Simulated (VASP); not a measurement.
# H22CO11 in VASP: further runs

Runs on H22CO11. Level: PBE+D3(BJ). Tasks: single point.

Everything below comes from runs of VASP 6.6.1. Logs are shortened: lines on timing, memory, paths and dates and some standing lists are left out, and cuts for length are marked.

## Step 1: The cell of the first run

The cell holds a disordered packing, 34 atoms: a = 7.120 Å, b = 7.120 Å, c = 7.120 Å, α = 90.00°, β = 90.00°, γ = 90.00°.

## Step 2: Single point, PBE+D3(BJ)

Contents of INCAR:

```
ALGO     = Normal         # electronic algorithm
EDIFF    = 1E-6           # SCF threshold, eV
ENCUT    = 520            # plane-wave cutoff, eV
GGA      = PE             # functional
ISIF     = 2              # what is computed and relaxed
ISMEAR   = -1             # smearing method
IVDW     = 12             # dispersion correction
LASPH    = True           # aspherical terms in the spheres
LCHARG   = False          # write CHGCAR
LREAL    = Auto         
LWAVE    = False          # write WAVECAR
NBANDS   = 69             # bands
NELM     = 100            # most SCF steps
PREC     = Accurate       # precision mode
SIGMA    = 0.02           # smearing width, eV
```

Contents of KPOINTS:

```
k-points
0
Gamma
  1 1 1
```

Contents of POSCAR:

```
H22CO11
1.0
    7.1203670000      0.0000000000      0.0000000000
    0.0000000000      7.1203670000      0.0000000000
    0.0000000000      0.0000000000      7.1203670000
O H C
11 22 1
Direct
    0.5113360028      0.1693030710      0.4622374100
   -0.1810580831      0.6128476243      0.4516480681
    0.5145240407      1.1005752934      0.9172701351
    0.9516784739      0.6346021209      0.9611864108
    0.5203804804      0.5445084502      0.2422908819
    0.3197307105      0.4021983698      0.8060820461
    0.2145956803      1.1187063813      0.1707777141
    0.7309876022      0.8604893540      0.6920570246
    0.7344565245      0.9185341149      0.2397207897
    0.2951673699      0.7753532929      0.8814433301
   -0.0376665978      0.2073067301      0.6966494845
    0.4899466558      0.3019647723      0.4862951587
    0.3164864957      0.1681654892      0.2486388693
   -0.0702491880      0.6664403675      0.3937297052
    0.4626446923      0.1047558363      0.5716980599
    0.4024932984      1.3129941195      0.8784238228
    0.6137324101      1.0499037479      0.8352659350
    0.8667390319      0.7114520923      0.8671744027
    1.0865029850      0.6968039709      0.9451479116
    0.6475789801      0.5544658021      0.3082565828
    0.4619986582      0.6562161754      0.2946336895
    0.2329093430      0.3174836353      0.7417454746
   -0.6833636525     -0.3316121206      1.7933485732
    5.9666587410     -1.4961026588     -2.0911000795
    0.2577254796      0.9918730313      0.1487985100
    0.8064191073      0.9679276363      0.6503316472
    0.7559301367      0.7608737022      0.5811638642
    0.6994021516      1.0052712171      0.1398663861
    0.7680783870      0.8015598072      0.1795413074
    0.4135460995      1.0101164729      0.8918500971
    0.3803034310      0.7340773306      0.9819578120
    0.0072608617      0.4850452231      0.6475508917
   -0.2407319735      0.4099788677      0.6956102122
   -0.0913436063      0.3697562218      0.6799228186
```

Potentials or basis: VASP PAW PBE potentials, release 64 (O, H, C).

Launch:

```bash
> cat potpaw_PBE.64/O/POTCAR potpaw_PBE.64/H/POTCAR potpaw_PBE.64/C/POTCAR > POTCAR
> mpirun -np 1 vasp_gam > vasp.out
```

OUTCAR:

```text
EDIFF = 1E-6
   ENCUT = 520
   GGA = PE
   ISIF = 2
   ISMEAR = -1
   IVDW = 12
   LASPH = True
   LREAL = Auto
   NELM = 100
   PREC = Accurate
 IVDW          = 12

 ion  position               nearest neighbor table
   1  0.511  0.169  0.462-  15 0.97  12 0.97
   2  0.819  0.613  0.452-  14 0.97
   3  0.515  0.101  0.917-  30 0.98  17 0.98
   4  0.952  0.635  0.961-  24 1.01  18 1.06  19 1.06
   5  0.520  0.545  0.242-  21 0.97  20 1.02
   6  0.320  0.402  0.806-  22 0.98  16 1.01
   7  0.215  0.119  0.171-  25 0.97  13 0.98
   8  0.731  0.860  0.692-  26 0.98  27 1.08
   9  0.734  0.919  0.240-  29 0.97  28 0.97
  10  0.295  0.775  0.881-  31 0.98  23 1.00
  11  0.962  0.207  0.697-  34 1.22
  12  0.490  0.302  0.486-   1 0.97
  13  0.316  0.168  0.249-   7 0.98
  14  0.930  0.666  0.394-   2 0.97
  15  0.463  0.105  0.572-   1 0.97
  16  0.402  0.313  0.878-   6 1.01
[... 15 lines left out ...]
  32  0.007  0.485  0.648-  34 1.10
  33  0.759  0.410  0.696-  34 1.11
  34  0.909  0.370  0.680-  32 1.10  33 1.11  11 1.22

  LATTYP: Found a simple cubic cell.
 ALAT       =     7.1203670000

  Lattice vectors:

 A1 = (   7.1203670000,   0.0000000000,   0.0000000000)
 A2 = (   0.0000000000,   7.1203670000,   0.0000000000)
 A3 = (   0.0000000000,   0.0000000000,   7.1203670000)

Analysis of symmetry for initial positions (statically):
=====================================================================
 Subroutine PRICEL returns:
 Original cell was already a primitive cell.

 Routine SETGRP: Setting up the symmetry group for a
 simple cubic supercell.

 Subroutine GETGRP returns: Found  1 space group operations
 (whereof  1 operations were pure point group operations)
 out of a pool of 48 trial point group operations.

The static configuration has the point symmetry C_1 .

Analysis of symmetry for dynamics (positions and initial velocities):
=====================================================================
 Subroutine PRICEL returns:
 Original cell was already a primitive cell.

 Routine SETGRP: Setting up the symmetry group for a
 simple cubic supercell.

 Subroutine GETGRP returns: Found  1 space group operations
 (whereof  1 operations were pure point group operations)
 out of a pool of 48 trial point group operations.

The dynamic configuration has the point symmetry C_1 .

 Subroutine INISYM returns: Found  1 space group operations
 (whereof  1 operations are pure point group operations),
 and found     1 'primitive' translations

----------------------------------------------------------------------------------------

                                     Primitive cell

  volume of cell :     360.9999

  direct lattice vectors                    reciprocal lattice vectors
     7.120367000  0.000000000  0.000000000     0.140442199  0.000000000  0.000000000
     0.000000000  7.120367000  0.000000000     0.000000000  0.140442199  0.000000000
     0.000000000  0.000000000  7.120367000     0.000000000  0.000000000  0.140442199

  length of vectors
     7.120367000  7.120367000  7.120367000     0.140442199  0.140442199  0.140442199

  position of ions in fractional coordinates (direct lattice)
     0.511336003  0.169303071  0.462237410
     0.818941917  0.612847624  0.451648068
     0.514524041  0.100575293  0.917270135
     0.951678474  0.634602121  0.961186411
     0.520380480  0.544508450  0.242290882
     0.319730710  0.402198370  0.806082046
[... 26 lines left out ...]
     0.759268027  0.409978868  0.695610212
     0.908656394  0.369756222  0.679922819

  ion indices of the primitive-cell ions
   primitive index   ion index
                 1           1
                 2           2
                 3           3
                 4           4
                 5           5
                 6           6
[... 26 lines left out ...]
                33          33
                34          34

----------------------------------------------------------------------------------------

 KPOINTS: k-points

Automatic generation of k-mesh.
 Grid dimensions read from file:
 generate k-points for:    1    1    1

 Generating k-lattice:

  Cartesian coordinates                     Fractional coordinates (reciprocal lattice)
     0.140442199  0.000000000  0.000000000     1.000000000  0.000000000  0.000000000
     0.000000000  0.140442199  0.000000000     0.000000000  1.000000000  0.000000000
     0.000000000  0.000000000  0.140442199     0.000000000  0.000000000  1.000000000

  Length of vectors
     0.140442199  0.140442199  0.140442199

  Shift w.r.t. Gamma in fractional coordinates (k-lattice)
     0.000000000  0.000000000  0.000000000

 Subroutine IBZKPT returns following result:
 ===========================================

 Found      1 irreducible k-points:

 Following reciprocal coordinates:
            Coordinates               Weight
  0.000000  0.000000  0.000000      1.000000
   k-points           NKPTS =      1   k-points in BZ     NKDIM =      1   number of bands    NBANDS=     69
   number of dos      NEDOS =    301   number of ions     NIONS =     34
   total plane-waves  NPLWV = 157464
   dimension x,y,z NGX =    54 NGY =   54 NGZ =   54
   dimension x,y,z NGXF=   108 NGYF=  108 NGZF=  108
   ions per type =              11  22   1
   NGX,Y,Z   is equivalent  to a cutoff of  12.61, 12.61, 12.61 a.u.
   NGXF,Y,Z  is equivalent  to a cutoff of  25.22, 25.22, 25.22 a.u.
 SYSTEM =  unknown system
   PREC   = accura    normal or accurate (medium, high low for compatibility)
   ISTART =      0    job   : 0-new  1-cont  2-samecut
   ICHARG =      2    charge: 1-file 2-atom 10-const
   ISPIN  =      1    spin polarized calculation?
   LNONCOLLINEAR =      F non collinear calculations
   LSORBIT =      F    spin-orbit coupling
   LASPH  =      T    aspherical Exc in radial PAW
   ENCUT  =  520.0 eV  38.22 Ry    6.18 a.u.  13.24 13.24 13.24*2*pi/ulx,y,z
   NELM   =    100;   NELMIN=  2; NELMDL= -5     # of ELM steps
   EDIFF  = 0.1E-05   stopping-criterion for ELM
   LREAL  =      T    real-space projection
   EDIFFG = 0.1E-04   stopping-criterion for IOM
   NSW    =      0    number of steps for IOM
   IBRION =     -1    ionic relax: 0-MD 1-quasi-New 2-CG
   NFREE  =      0    steps in history (QN), initial steepest desc. (CG)
   ISIF   =      2    stress and relaxation
   ISYM   =      2    0-nonsym 1-usesym 2-fastsym
   POTIM  = 0.5000    time-step for ionic-motion
   TEBEG  =    0.0;   TEEND  =   0.0 temperature during run
   PSTRESS=    0.0 pullay stress
   NELECT =      92.0000    total number of electrons
   NUPDOWN=      -1.0000    fix difference up-down
   EMIN   =  10.00;   EMAX   =-10.00  energy-range for DOS
   EFERMI =   0.00;   METHOD = LEGACY
   ISMEAR =    -1;   SIGMA  =   0.02  broadening in eV -4-tet -1-fermi 0-gaus
   EFERMI_NEDOS =   21; number of points for ismear=-14 and -15
   IALGO  =     38    algorithm
   IMIX   =      4    mixing-type and parameters
     AMIX     =   0.40;   BMIX     =  1.00
     AMIX_MAG =   1.60;   BMIX_MAG =  1.00
  volume/ion in A,a.u.               =      10.62        71.65
  Fermi-wavevector in a.u.,A,eV,Ry     =   1.037931  1.961405 14.657561  1.077300
  Thomas-Fermi vector in A             =   2.172391
   LORBIT       =      0    0 simple, 1 ext, 2 COOP (PROOUT), +10 PAW based schemes
   GGA     = PE    functional components
   LHFCALC =     F    Hartree Fock is set to
   AEXX    =    0.0000 exact exchange contribution
   IVDW    =    12    specifies the selected vdW correction
   LEPSILON=     F    determine dielectric tensor
   LRPA    =     F    only Hartree local field effects (RPA)
 non-spin polarized calculation
  energy-cutoff  :      520.00
  volume of cell :      361.00
 maximum number of plane-waves:      4886
 NGX is ok and might be reduce to    54
   NGX = 27   NGY = 27   NGZ = 27

 number of electron      91.9999990 magnetization

 Free energy of the ion-electron system (eV)
  ---------------------------------------------------
  ext. energy  EPLUGINS =         0.00000000
  ---------------------------------------------------
  free energy    TOTEN  =      -165.03161323 eV

  energy without entropy =     -165.03161323  energy(sigma->0) =     -165.03161323

 E-fermi :  -2.0849     XC(G=0):  -6.6735

 val. band max:       -2.6519078698   @ k =   0.0000   0.0000   0.0000
 cond. band min:       0.1244164982   @ k =   0.0000   0.0000   0.0000
 fundamental gap:      2.7763243679
 Fermi energy:        -2.0848716305

 k-point     1 :       0.0000    0.0000    0.0000
  band No.  band energies     occupation
      1     -25.8705      2.00000
      2     -23.7661      2.00000
      3     -23.7065      2.00000
      4     -22.4395      2.00000
      5     -21.8872      2.00000
      6     -21.7859      2.00000
[... 50 lines left out ...]
     57       5.4528      0.00000
     58       5.6557      0.00000
 [bands above 58 left out]

------------------------ aborting loop because EDIFF is reached ----------------------------------------

 Edisp (eV)   -1.19001

 E8    (eV) :    -0.2507

  FORCE on cell =-STRESS in cart. coord.  units (eV):
  Direction    XX          YY          ZZ          XY          YZ          ZX
  --------------------------------------------------------------------------------------
  -------------------------------------------------------------------------------------
  Total      -1.87756     0.24534     0.08133     0.22980     1.85683    -1.49477
  in kB      -8.33294     1.08887     0.36096     1.01988     8.24091    -6.63403
  external pressure =       -2.29 kB  Pullay stress =        0.00 kB

 VOLUME and BASIS-vectors are now :
 -----------------------------------------------------------------------------
  energy-cutoff  :      520.00
  volume of cell :      361.00
      direct lattice vectors                 reciprocal lattice vectors
     7.120367000  0.000000000  0.000000000     0.140442199  0.000000000  0.000000000
     0.000000000  7.120367000  0.000000000     0.000000000  0.140442199  0.000000000
     0.000000000  0.000000000  7.120367000     0.000000000  0.000000000  0.140442199

 POSITION                                       TOTAL-FORCE (eV/Angst)
 -----------------------------------------------------------------------------------
      3.64090      1.20550      3.29130        -0.120341      0.124861     -0.244536
      5.83117      4.36370      3.21590        -0.273776     -0.289788      0.139139
      3.66360      0.71613      6.53130         0.377256     -0.061599     -0.236812
      6.77630      4.51860      6.84400         0.340173      0.728945     -0.803033
      3.70530      3.87710      1.72520         0.024815      0.053320     -0.001633
      2.27660      2.86380      5.73960         0.142672     -0.037901      0.026190
[... 26 lines left out ...]
      5.40627      2.91920      4.95300        -0.031008     -0.049434      0.011047
      6.46997      2.63280      4.84130        -0.491273      0.288536     -0.204772
 -----------------------------------------------------------------------------------
    total drift:                                0.002824     -0.004935     -0.006011

  FREE ENERGIE OF THE ION-ELECTRON SYSTEM (eV)
  ---------------------------------------------------
  free  energy   TOTEN  =      -166.2216236295 eV

  energy  without entropy=     -166.2216236295  energy(sigma->0) =     -166.22162363
```

Wall time 82 s (1 thread of Intel Xeon 8259CL, shared host); peak memory 0.39 GiB.

Results:

```yaml
Free_energy: -166.2216 eV
Pressure: -0.2 GPa
Largest_force: 1.137 eV/Å
Band_gap_on_the_k_mesh: 2.78 eV
Dispersion_energy_per_atom: -0.035 eV
```

Forces on the atoms (eV/Å):
```
O   -0.120  0.125 -0.245
O   -0.274 -0.290  0.139
O    0.377 -0.062 -0.237
O    0.340  0.729 -0.803
O    0.025  0.053 -0.002
O    0.143 -0.038  0.026
O   -0.234  0.090  0.019
O    0.654 -0.683  0.517
O    0.036  0.283 -0.017
O   -0.456 -0.713  0.197
O    0.377 -0.645 -0.160
H   -0.022  0.222 -0.036
H    0.166  0.096  0.208
H    0.132  0.044 -0.129
H    0.017 -0.066  0.093
H   -0.288  0.294 -0.305
H    0.032 -0.066 -0.032
H    0.028  0.029  0.049
H   -0.103 -0.115  0.000
H    0.005  0.008  0.006
H   -0.084  0.127  0.053
H   -0.042 -0.092  0.055
H    0.000  0.007  0.101
H   -0.074  0.567  0.358
H   -0.097 -0.155  0.018
H    0.106  0.058  0.064
H    0.019 -0.133 -0.086
H   -0.155  0.082 -0.026
H   -0.081 -0.136 -0.055
H   -0.054  0.095  0.166
H    0.095 -0.064  0.229
H    0.055  0.108  0.027
H   -0.031 -0.049  0.011
C   -0.491  0.289 -0.205
```

Caveat: the k points lie up to 0.88 Å⁻¹ apart; the atoms stand as in a frame of molecular dynamics.

[end of part 1 of 2]
